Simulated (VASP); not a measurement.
# SiC2 (P3m1) in VASP: further runs, part 2 of 2

VASP 6.6.1. The steps go on from the part before.

## (6) Single point, r2SCAN

File POSCAR:

```
SiC2
1.0
    2.9301444276      0.0000000000      0.0000000000
   -1.4650722138      2.5375795110      0.0000000000
    0.0000000000      0.0000000000      7.1754817305
C Si
4 2
Direct
    0.0000000000      0.0000000000     -0.0197225612
    0.6666666667      0.3333333333      0.6910394813
    0.3333333333      0.6666666667      0.3353027557
    0.6666666667      0.3333333333      0.9057115828
    0.3333333333      0.6666666667      0.5953175289
    0.0000000000      0.0000000000      0.2423512125
```

File INCAR.step1:

```
  PREC = Accurate
  ENCUT = 520
  ISMEAR = 0
  SIGMA = 0.01
  LREAL = F
  LASPH = T
  NELM = 100
  NBANDS = 21
  GGA = PE
  ALGO = Normal
  EDIFF = 1E-4
  LWAVE = T
  LCHARG = F
```

File INCAR.step2:

```
  PREC = Accurate
  ENCUT = 520
  EDIFF = 1E-7
  ISMEAR = 0
  SIGMA = 0.01
  LREAL = F
  LASPH = T
  NELM = 100
  ALGO = Normal
  ISIF = 2
  LWAVE = F
  LCHARG = F
  METAGGA = R2SCAN
  LMIXTAU = T
  NBANDS = 21
  ISTART = 1
```

File KPOINTS:

```
Automatic mesh
0
Gamma
  12 12 4
```

Potentials or basis: VASP PAW PBE potentials, release 64 (C, Si).

Run with:

```console
> cat potpaw_PBE.64/C/POTCAR potpaw_PBE.64/Si/POTCAR > POTCAR
> cp INCAR.step1 INCAR
> mpirun -np 1 vasp_std > vasp.out
> cp INCAR.step2 INCAR
> mpirun -np 1 vasp_std > vasp.out
```

OUTCAR:

```text
PREC = Accurate
   ENCUT = 520
   EDIFF = 1E-7
   ISMEAR = 0
   LREAL = F
   LASPH = T
   NELM = 100
   ISIF = 2
   METAGGA = R2SCAN
   ISTART = 1

 ion  position               nearest neighbor table
   1  0.000  0.000  0.980-   4 1.77   4 1.77   4 1.77   6 1.88
   2  0.667  0.333  0.691-   4 1.54   5 1.83   5 1.83   5 1.83
   3  0.333  0.667  0.335-   6 1.82   6 1.82   6 1.82   5 1.87
   4  0.667  0.333  0.906-   2 1.54   1 1.77   1 1.77   1 1.77
   5  0.333  0.667  0.595-   2 1.83   2 1.83   2 1.83   3 1.87   6 3.05   6 3.05   6 3.05
   6  0.000  0.000  0.242-   3 1.82   3 1.82   3 1.82   1 1.88   5 3.05   5 3.05   5 3.05

  LATTYP: Found a hexagonal cell.
 ALAT       =     2.9301444276
 C/A-ratio  =     2.4488491635

  Lattice vectors:

 A1 = (   2.9301444276,   0.0000000000,   0.0000000000)
 A2 = (  -1.4650722138,   2.5375795110,   0.0000000000)
 A3 = (   0.0000000000,   0.0000000000,   7.1754817305)

Analysis of symmetry for initial positions (statically):
=====================================================================
 Subroutine PRICEL returns:
 Original cell was already a primitive cell.
[... 175 lines left out ...]
  free energy    TOTEN  =       -55.66432757 eV

  energy without entropy =      -55.66432757  energy(sigma->0) =      -55.66432757

 E-fermi :   8.6873     XC(G=0): -12.4094

 val. band max:        8.6451293893   @ k =   0.0000   0.0000   0.0000
 cond. band min:      10.2854206941   @ k =   0.5000   0.0000   0.0000
 fundamental gap:      1.6402913048
 Fermi energy:         8.6872514905

 k-point     1 :       0.0000    0.0000    0.0000
  band No.  band energies     occupation
      1      -9.7432      2.00000
      2      -7.4352      2.00000
      3      -6.5325      2.00000
      4       0.1447      2.00000
      5       1.2779      2.00000
      6       5.9825      2.00000
[... 565 lines left out ...]
     20      18.1716      0.00000
     21      18.3867      0.00000

 [... further k-points ...]
[... 5 lines left out ...]
  --------------------------------------------------------------------------------------
  -------------------------------------------------------------------------------------
  Total       -0.0149458     -0.0149458     -0.0393899     -0.0000000      0.0000000      0.0000000
  in kB       -0.4488187     -0.4488187     -1.1828655     -0.0000000      0.0000000      0.0000000
  external PRESSURE =      -0.6935010 kB  Pullay stress =       0.0000000 kB

 VOLUME and BASIS-vectors are now :
 -----------------------------------------------------------------------------
  energy-cutoff  :      520.00
  volume of cell :       53.35
      direct lattice vectors                 reciprocal lattice vectors
     2.930144428  0.000000000  0.000000000     0.341280106  0.197038161  0.000000000
    -1.465072214  2.537579511  0.000000000     0.000000000  0.394076322  0.000000000
     0.000000000  0.000000000  7.175481730     0.000000000  0.000000000  0.139363465

 POSITION                                       TOTAL-FORCE (eV/Angst)
 -----------------------------------------------------------------------------------
      0.00000      0.00000      7.03396         0.000000      0.000000      0.024085
      1.46507      0.84586      4.95854        -0.000000      0.000000     -0.070203
     -0.00000      1.69172      2.40596        -0.000000     -0.000000     -0.003687
      1.46507      0.84586      6.49892         0.000000     -0.000000      0.033042
     -0.00000      1.69172      4.27169         0.000000      0.000000      0.008783
      0.00000      0.00000      1.73899        -0.000000      0.000000      0.007980
 -----------------------------------------------------------------------------------
    total drift:                                0.000000     -0.000000     -0.000814

  FREE ENERGIE OF THE ION-ELECTRON SYSTEM (eV)
  ---------------------------------------------------
  free  energy   TOTEN  =       -55.6643275664 eV

  energy  without entropy=      -55.6643275664  energy(sigma->0) =      -55.66432757
```

OUTCAR.step1:

```text
PREC = Accurate
   ENCUT = 520
   ISMEAR = 0
   LREAL = F
[... 814 lines left out ...]
     -0.00000      1.69172      2.40596        -0.000000      0.000000      0.077384
      1.46507      0.84586      6.49892         0.000000     -0.000000      0.137836
     -0.00000      1.69172      4.27169         0.000000     -0.000000     -0.149741
      0.00000      0.00000      1.73899         0.000000     -0.000000     -0.071585
 -----------------------------------------------------------------------------------
    total drift:                               -0.000000     -0.000000     -0.002635

  FREE ENERGIE OF THE ION-ELECTRON SYSTEM (eV)
  ---------------------------------------------------
  free  energy   TOTEN  =       -45.7279221041 eV

  energy  without entropy=      -45.7279221041  energy(sigma->0) =      -45.72792210
```

It took 3.8 min on 1 thread of Intel Xeon Platinum 8488C (Sapphire Rapids), shared host; peak memory 0.21 GiB.

Results:

* Free energy: -55.6643 eV
* Pressure: -0.1 GPa
* Largest force: 0.070 eV/Å
* Band gap on the k mesh: 1.64 eV, indirect (least direct gap 3.20 eV)

Forces on the atoms (eV/Å):
```
C    0.000  0.000  0.024
C    0.000  0.000 -0.070
C    0.000  0.000 -0.004
C    0.000  0.000  0.033
Si   0.000  0.000  0.009
Si   0.000  0.000  0.008
```

Levels at points of the mesh, in eV from the valence-band top:
```
           k point  band 9  band 10  band 11  band 12  band 13  band 14  band 15  band 16
(0.00, 0.00, 0.00)   -1.11    -0.72     0.00     0.00     3.20     5.21     5.21     5.74
(0.50, 0.00, 0.00)   -4.12    -3.45    -2.88    -1.95     1.64     3.31     5.44     5.61
(0.00, 0.00, 0.50)   -1.00    -1.00    -0.15    -0.15     3.27     5.34     5.34     5.78
(0.50, 0.00, 0.50)   -4.85    -3.31    -2.15    -1.50     2.65     3.16     5.13     5.92
```

Caveat: the PAW data sets were made with another functional, which shifts forces and pressure a little.

## (7) Overview

```csv
level,cell,k mesh,gap on the mesh (eV),pressure (GPa),largest force (eV/Å)
r2SCAN,"a = 2.930, b = 2.930, c = 7.175 Å, angles 90.0, 90.0, 120.0°, 6 atoms",9 × 9 × 4,1.80,-0.1,0.07
PBE,"a = 2.930, b = 2.930, c = 7.175 Å, angles 90.0, 90.0, 120.0°, 6 atoms",12 × 12 × 4,1.33,3.4,0.23
r2SCAN,"a = 2.959, b = 2.959, c = 7.247 Å, angles 90.0, 90.0, 120.0°, 6 atoms",9 × 9 × 4,1.81,-7.3,0.18
r2SCAN,"a = 2.988, b = 2.988, c = 7.316 Å, angles 90.0, 90.0, 120.0°, 6 atoms",9 × 9 × 4,1.82,-13.6,0.38
r2SCAN,"a = 2.930, b = 2.930, c = 7.175 Å, angles 90.0, 90.0, 120.0°, 6 atoms",12 × 12 × 4,1.64,-0.1,0.07
```

Alike in all rows: task single point; potentials or basis VASP PAW PBE potentials, release 64 (C, Si); no spin polarisation; cutoff (eV) 520; smearing gaussian 0.01 eV.

On the cell as given the gap runs from 1.33 eV (PBE) to 1.80 eV (r2SCAN); the meshes differ, which moves gaps too. The pressure there spans -0.1 GPa (r2SCAN) to 3.4 GPa (PBE); a positive pressure means that this level wants a larger cell, a negative one a smaller.

Caveats: the PAW data sets were made with another functional, which shifts forces and pressure a little (some runs).

Absolute energies hang on the potentials; compare differences alone.
